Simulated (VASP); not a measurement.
# PbS (C2/m) in VASP: a series of runs

The runs below take PbS through single point, with LDA, r2SCAN+rVV10, r2SCAN.

Everything below comes from runs of VASP 6.6.1. Logs are shortened: lines on timing, memory, paths and dates and some standing lists are left out, and cuts for length are marked.

## (1) The cell of the first run

The typed cell holds 4 atoms: a = 4.199 Å, b = 4.199 Å, c = 5.955 Å, α = 90.03°, β = 90.03°, γ = 90.00°.

## (2) Single point, LDA

File INCAR:

```
  PREC = Accurate
  ENCUT = 520
  EDIFF = 1E-6
  ISMEAR = 0
  SIGMA = 0.01
  LREAL = F
  LASPH = T
  NELM = 80
  ALGO = Normal
  ISIF = 2
  LWAVE = F
  LCHARG = F
  NBANDS = 28
```

File KPOINTS:

```
regular mesh
0
Gamma
  6 6 4
```

File POSCAR:

```
PbS
1.0
    2.9546833661     -2.9689122510      0.2885226881
    2.9546833661      2.9689122510      0.2885226881
   -0.5835746326      0.0000000000      5.9261866124
Pb S
2 2
Direct
    0.7499847761      0.7499847761      0.7500021470
    0.2500152239      0.2500152239      0.2499978530
    0.2500781931      0.2500781931      0.7500270770
    0.7499218069      0.7499218069      0.2499729230
```

Potentials or basis: VASP PAW LDA potentials, release 64 (Pb_d, S).

The run is started by

```console
$ cat potpaw_LDA.64/Pb_d/POTCAR potpaw_LDA.64/S/POTCAR > POTCAR
$ mpirun -np 1 vasp_std > vasp.out
```

OUTCAR:

```text
PREC = Accurate
   ENCUT = 520
   EDIFF = 1E-6
   ISMEAR = 0
   LREAL = F
   LASPH = T
   NELM = 80
   ISIF = 2

 ion  position               nearest neighbor table
   1  0.750  0.750  0.750-   3 2.97   3 2.97   3 2.97   3 2.97   4 2.98   4 2.98
   2  0.250  0.250  0.250-   4 2.97   4 2.97   4 2.97   4 2.97   3 2.98   3 2.98
   3  0.250  0.250  0.750-   1 2.97   1 2.97   1 2.97   1 2.97   2 2.98   2 2.98
   4  0.750  0.750  0.250-   2 2.97   2 2.97   2 2.97   2 2.97   1 2.98   1 2.98

  LATTYP: Found a base centered monoclinic cell.
 ALAT       =     5.9374739193
 B/A-ratio  =     1.0000590458
 C/A-ratio  =     1.0029266322
 COS(beta)  =    -0.0008167583

  Lattice vectors:

 A1 = (   2.9546833661,  -2.9689122510,   0.2885226881)
 A2 = (   2.9546833661,   2.9689122510,   0.2885226881)
 A3 = (  -0.5835746326,   0.0000000000,   5.9261866124)

Analysis of symmetry for initial positions (statically):
=====================================================================
 Subroutine PRICEL returns:
 Original cell was already a primitive cell.

 Routine SETGRP: Setting up the symmetry group for a
 base centered monoclinic supercell.

 Subroutine GETGRP returns: Found  4 space group operations
 (whereof  4 operations were pure point group operations)
 out of a pool of  4 trial point group operations.

The static configuration has the point symmetry C_2h.

Analysis of symmetry for dynamics (positions and initial velocities):
=====================================================================
 Subroutine PRICEL returns:
 Original cell was already a primitive cell.

 Routine SETGRP: Setting up the symmetry group for a
 base centered monoclinic supercell.

 Subroutine GETGRP returns: Found  4 space group operations
 (whereof  4 operations were pure point group operations)
 out of a pool of  4 trial point group operations.

The dynamic configuration has the point symmetry C_2h.

 Subroutine INISYM returns: Found  4 space group operations
 (whereof  4 operations are pure point group operations),
 and found     1 'primitive' translations

----------------------------------------------------------------------------------------

                                     Primitive cell

  volume of cell :     104.9711

  direct lattice vectors                    reciprocal lattice vectors
     2.954683366 -2.968912251  0.288522688     0.167611138 -0.168411848  0.016505320
     2.954683366  2.968912251  0.288522688     0.167611138  0.168411848  0.016505320
    -0.583574633  0.000000000  5.926186612    -0.016320652  0.000000000  0.167135419

  length of vectors
     4.198552023  4.198552023  5.954850722     0.238177391  0.238177391  0.167930378

  position of ions in fractional coordinates (direct lattice)
     0.749984776  0.749984776  0.750002147
     0.250015224  0.250015224  0.249997853
     0.250078193  0.250078193  0.750027077
     0.749921807  0.749921807  0.249972923

  ion indices of the primitive-cell ions
   primitive index   ion index
                 1           1
                 2           2
                 3           3
                 4           4

----------------------------------------------------------------------------------------

 KPOINTS: regular mesh

Automatic generation of k-mesh.
 Grid dimensions read from file:
 generate k-points for:    6    6    4

 Generating k-lattice:

  Cartesian coordinates                     Fractional coordinates (reciprocal lattice)
     0.027935190 -0.028068641  0.002750887     0.166666667  0.000000000  0.000000000
     0.027935190  0.028068641  0.002750887     0.000000000  0.166666667  0.000000000
    -0.004080163  0.000000000  0.041783855     0.000000000  0.000000000  0.250000000

  Length of vectors
     0.039696232  0.039696232  0.041982595

  Shift w.r.t. Gamma in fractional coordinates (k-lattice)
     0.000000000  0.000000000  0.000000000

 Subroutine IBZKPT returns following result:
 ===========================================

 Found     47 irreducible k-points:

 Following reciprocal coordinates:
            Coordinates               Weight
  0.000000  0.000000  0.000000      1.000000
  0.166667 -0.000000  0.000000      4.000000
  0.333333 -0.000000  0.000000      4.000000
  0.500000 -0.000000 -0.000000      2.000000
  0.166667  0.166667  0.000000      2.000000
  0.333333  0.166667  0.000000      4.000000
[... 16 lines left out ...]
 -0.333333  0.166667  0.250000      4.000000
 -0.166667  0.166667  0.250000      4.000000
 [... further k-points ...]
   k-points           NKPTS =     47   k-points in BZ     NKDIM =     47   number of bands    NBANDS=     28
   number of dos      NEDOS =    301   number of ions     NIONS =      4
   total plane-waves  NPLWV =  49152
   dimension x,y,z NGX =    32 NGY =   32 NGZ =   48
   dimension x,y,z NGXF=    64 NGYF=   64 NGZF=   96
   ions per type =               2   2
   NGX,Y,Z   is equivalent  to a cutoff of  12.67, 12.67, 13.40 a.u.
   NGXF,Y,Z  is equivalent  to a cutoff of  25.34, 25.34, 26.80 a.u.
 SYSTEM =  unknown system
   PREC   = accura    normal or accurate (medium, high low for compatibility)
   ISTART =      0    job   : 0-new  1-cont  2-samecut
   ICHARG =      2    charge: 1-file 2-atom 10-const
   ISPIN  =      1    spin polarized calculation?
   LNONCOLLINEAR =      F non collinear calculations
   LSORBIT =      F    spin-orbit coupling
   LASPH  =      T    aspherical Exc in radial PAW
   ENCUT  =  520.0 eV  38.22 Ry    6.18 a.u.   7.81  7.81 11.07*2*pi/ulx,y,z
   NELM   =     80;   NELMIN=  2; NELMDL= -5     # of ELM steps
   EDIFF  = 0.1E-05   stopping-criterion for ELM
   LREAL  =      F    real-space projection
   EDIFFG = 0.1E-04   stopping-criterion for IOM
   NSW    =      0    number of steps for IOM
   IBRION =     -1    ionic relax: 0-MD 1-quasi-New 2-CG
   NFREE  =      0    steps in history (QN), initial steepest desc. (CG)
   ISIF   =      2    stress and relaxation
   ISYM   =      2    0-nonsym 1-usesym 2-fastsym
   POTIM  = 0.5000    time-step for ionic-motion
   TEBEG  =    0.0;   TEEND  =   0.0 temperature during run
   PSTRESS=    0.0 pullay stress
   NELECT =      40.0000    total number of electrons
   NUPDOWN=      -1.0000    fix difference up-down
   EMIN   =  10.00;   EMAX   =-10.00  energy-range for DOS
   EFERMI =   0.00;   METHOD = LEGACY
   ISMEAR =     0;   SIGMA  =   0.01  broadening in eV -4-tet -1-fermi 0-gaus
   EFERMI_NEDOS =   21; number of points for ismear=-14 and -15
   IALGO  =     38    algorithm
   IMIX   =      4    mixing-type and parameters
     AMIX     =   0.40;   BMIX     =  1.00
     AMIX_MAG =   1.60;   BMIX_MAG =  1.00
  volume/ion in A,a.u.               =      26.24       177.10
  Fermi-wavevector in a.u.,A,eV,Ry     =   1.186875  2.242868 19.166142  1.408672
  Thomas-Fermi vector in A             =   2.323038
   LORBIT       =      0    0 simple, 1 ext, 2 COOP (PROOUT), +10 PAW based schemes
   GGA     = CA    functional components
   LHFCALC =     F    Hartree Fock is set to
   AEXX    =    0.0000 exact exchange contribution
   IVDW    =     0    specifies the selected vdW correction
   LEPSILON=     F    determine dielectric tensor
   LRPA    =     F    only Hartree local field effects (RPA)
 non-spin polarized calculation
 Gauss-broadening in eV      SIGMA  =   0.01
  energy-cutoff  :      520.00
  volume of cell :      104.97
 maximum number of plane-waves:      2848
   NGX = 15   NGY = 15   NGZ = 23

 number of electron      39.9999995 magnetization

 Free energy of the ion-electron system (eV)
  ---------------------------------------------------
  ext. energy  EPLUGINS =         0.00000000
  ---------------------------------------------------
  free energy    TOTEN  =       -19.94130333 eV

  energy without entropy =      -19.94130333  energy(sigma->0) =      -19.94130333

 E-fermi :   5.5999     XC(G=0): -10.0014

 val. band max:        5.5141349505   @ k =   0.5000  -0.0000   0.5000
 cond. band min:       5.7376207527   @ k =   0.5000  -0.0000   0.5000
 fundamental gap:      0.2234858022
 Fermi energy:         5.5998852819

 k-point     1 :       0.0000    0.0000    0.0000
  band No.  band energies     occupation
      1     -11.3891      2.00000
      2     -11.2704      2.00000
      3     -11.2472      2.00000
      4     -11.2472      2.00000
      5     -11.2447      2.00000
      6     -11.2392      2.00000
[... 20 lines left out ...]
     27      11.0675      0.00000
     28      12.1702      0.00000

 k-point     2 :       0.1667   -0.0000    0.0000
  band No.  band energies     occupation
      1     -11.3699      2.00000
      2     -11.2596      2.00000
      3     -11.2471      2.00000
      4     -11.2446      2.00000
      5     -11.2427      2.00000
      6     -11.2406      2.00000
[... 20 lines left out ...]
     27      11.0454      0.00000
     28      12.1829      0.00000

 k-point     3 :       0.3333   -0.0000    0.0000
  band No.  band energies     occupation
      1     -11.3267      2.00000
      2     -11.2573      2.00000
      3     -11.2506      2.00000
      4     -11.2441      2.00000
      5     -11.2381      2.00000
      6     -11.2342      2.00000
[... 20 lines left out ...]
     27      12.6365      0.00000
     28      12.8679      0.00000

 k-point     4 :       0.5000   -0.0000   -0.0000
  band No.  band energies     occupation
      1     -11.2848      2.00000
      2     -11.2848      2.00000
      3     -11.2517      2.00000
      4     -11.2517      2.00000
      5     -11.2332      2.00000
      6     -11.2332      2.00000
[... 578 lines left out ...]
     27      12.2674      0.00000
     28      12.2693      0.00000

 k-point    23 :      -0.3333    0.1667    0.2500
  band No.  band energies     occupation
      1     -11.3143      2.00000
      2     -11.2808      2.00000
      3     -11.2485      2.00000
      4     -11.2481      2.00000
      5     -11.2465      2.00000
      6     -11.2287      2.00000
[... 20 lines left out ...]
     27      11.7157      0.00000
     28      13.4279      0.00000

 k-point    24 :      -0.1667    0.1667    0.2500
  band No.  band energies     occupation
      1     -11.3319      2.00000
      2     -11.2553      2.00000
      3     -11.2484      2.00000
      4     -11.2470      2.00000
      5     -11.2463      2.00000
      6     -11.2351      2.00000
[... 20 lines left out ...]
     27      12.1789      0.00000
     28      12.1919      0.00000

 [... further k-points ...]

------------------------ aborting loop because EDIFF is reached ----------------------------------------

  FORCE on cell =-STRESS in cart. coord.  units (eV):
  Direction    XX          YY          ZZ          XY          YZ          ZX
  --------------------------------------------------------------------------------------
  -------------------------------------------------------------------------------------
  Total       -1.8701809     -1.8732474     -1.7943577      0.0000000      0.0000000      0.0043464
  in kB      -28.5446281    -28.5914322    -27.3873370      0.0000000      0.0000000      0.0663399
  external PRESSURE =     -28.1744658 kB  Pullay stress =       0.0000000 kB

 VOLUME and BASIS-vectors are now :
 -----------------------------------------------------------------------------
  energy-cutoff  :      520.00
  volume of cell :      104.97
      direct lattice vectors                 reciprocal lattice vectors
     2.954683366 -2.968912251  0.288522688     0.167611138 -0.168411848  0.016505320
     2.954683366  2.968912251  0.288522688     0.167611138  0.168411848  0.016505320
    -0.583574633  0.000000000  5.926186612    -0.016320652  0.000000000  0.167135419

 POSITION                                       TOTAL-FORCE (eV/Angst)
 -----------------------------------------------------------------------------------
      3.99425      0.00000      4.87743         0.000036      0.000000      0.000150
      1.33154      0.00000      1.62580        -0.000036      0.000000     -0.000150
      1.04011      0.00000      4.58911        -0.000274      0.000000     -0.000056
      4.28569      0.00000      1.91413         0.000274      0.000000      0.000056
 -----------------------------------------------------------------------------------
    total drift:                                0.000000      0.000000     -0.000000

  FREE ENERGIE OF THE ION-ELECTRON SYSTEM (eV)
  ---------------------------------------------------
  free  energy   TOTEN  =       -19.9413033256 eV

  energy  without entropy=      -19.9413033256  energy(sigma->0) =      -19.94130333
```

Wall time 84 s (1 thread of Intel Xeon Platinum 8488C (Sapphire Rapids), shared host); peak memory 0.24 GiB.

What came out:

```yaml
Free_energy: -19.9413 eV
Pressure: -2.8 GPa
Band_gap_on_the_k_mesh: 0.22 eV
```

Levels at points of the mesh, in eV from the valence-band top:
```
           k point  band 17  band 18  band 19  band 20  band 21  band 22  band 23  band 24
(0.00, 0.00, 0.00)    -3.42    -2.14    -2.14    -2.11     3.76     5.01     5.08     5.08
(0.50, 0.00, 0.00)    -1.85    -1.85    -0.80    -0.80     1.32     1.32     2.33     2.33
(0.50, 0.50, 0.00)    -3.44    -3.44    -3.41    -3.41     3.75     3.75     5.46     5.46
(0.00, 0.00, 0.50)    -2.81    -2.81    -1.75    -1.75     2.32     2.32     4.64     4.64
(0.50, 0.00, 0.50)    -1.73    -1.72     0.00     0.00     0.22     0.23     1.84     1.84
(0.50, 0.50, 0.50)    -4.43    -4.43    -1.01    -1.01     2.04     2.04     4.57     4.57
```

Caveat: spin-orbit coupling is left out, which moves the levels of the heavy elements.

[end of part 1 of 2]
